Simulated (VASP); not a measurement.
A run of VASP 6.6.1 is set up as follows.

The input POSCAR:

```
CuO
1.0
    0.0000000000      2.1165600000      2.1165600000
    2.1165600000      0.0000000000      2.1165600000
    2.1165600000      2.1165600000      0.0000000000
Cu O
1 1
Direct
    0.0000000000      0.0000000000      0.0000000000
    0.5000000000      0.5000000000      0.5000000000
```

The input INCAR.step1:

```
PREC     = Accurate       # precision mode
ENCUT    = 660            # plane-wave cutoff, eV
ISMEAR   = 0              # smearing method
SIGMA    = 0.1            # smearing width, eV
LREAL    = F              # projectors in reciprocal space
LASPH    = T              # aspherical terms in the spheres
NELM     = 200            # most SCF steps
ISPIN    = 2              # spin polarisation
MAGMOM   = 0.46 0.25      # initial moments
LMAXMIX  = 4              # l up to which the mixer works
ISYM     = 0            
NBANDS   = 20             # bands
GGA      = PE             # functional
ALGO     = Normal         # electronic algorithm
EDIFF    = 1E-5           # SCF threshold, eV
LWAVE    = T              # write WAVECAR
LCHARG   = F              # write CHGCAR
GGA_COMPAT= F
```

Contents of INCAR.step2:

```
PREC     = Accurate       # precision mode
ENCUT    = 660            # plane-wave cutoff, eV
EDIFF    = 1E-6           # SCF threshold, eV
ISMEAR   = 0              # smearing method
SIGMA    = 0.1            # smearing width, eV
LREAL    = F              # projectors in reciprocal space
LASPH    = T              # aspherical terms in the spheres
NELM     = 200            # most SCF steps
ALGO     = Normal         # electronic algorithm
ISIF     = 2              # what is computed and relaxed
LWAVE    = F              # write WAVECAR
LCHARG   = T              # write CHGCAR
ISPIN    = 2              # spin polarisation
MAGMOM   = 0.46 0.25      # initial moments
LORBIT   = 11             # projections on sites
LMAXMIX  = 4              # l up to which the mixer works
METAGGA  = R2SCAN         # meta-GGA
LMIXTAU  = T            
IVDW     = 12             # dispersion correction
VDW_S6   = 1.0          
VDW_S8   = 0.78981345   
VDW_A1   = 0.49484001   
VDW_A2   = 5.73083694   
LELF     = T              # ELF
LVHAR    = T            
ISYM     = 0            
NBANDS   = 20             # bands
ISTART   = 1            
GGA_COMPAT= F
```

File KPOINTS:

```
Automatic mesh
0
Gamma
  7 4 1
```

Potentials or basis: VASP PAW PBE potentials, release 64 (Cu, O).

Command:

```console
$ cat potpaw_PBE.64/Cu/POTCAR potpaw_PBE.64/O/POTCAR > POTCAR
$ cp INCAR.step1 INCAR
$ mpirun -np 1 vasp_std > vasp.out
$ cp INCAR.step2 INCAR
$ mpirun -np 1 vasp_std > vasp.out
```

Task: Predict the dispersion energy per atom.

Result: -0.143 eV.

Task: What does it give for the net moment?

Result: 0.00 μB per cell.

Task: Estimate the pressure.

Result: -6.1 GPa.

Stress tensor (GPa, compression positive):
```
-8.24 -4.50 -0.11
-4.50 -8.24  0.11
-0.11  0.11 -1.79
```

Caveat: the k points lie up to 2.11 Å⁻¹ apart, too coarse for converged energies, forces and pressures; the PAW data sets were made with another functional, which shifts forces and pressure a little.
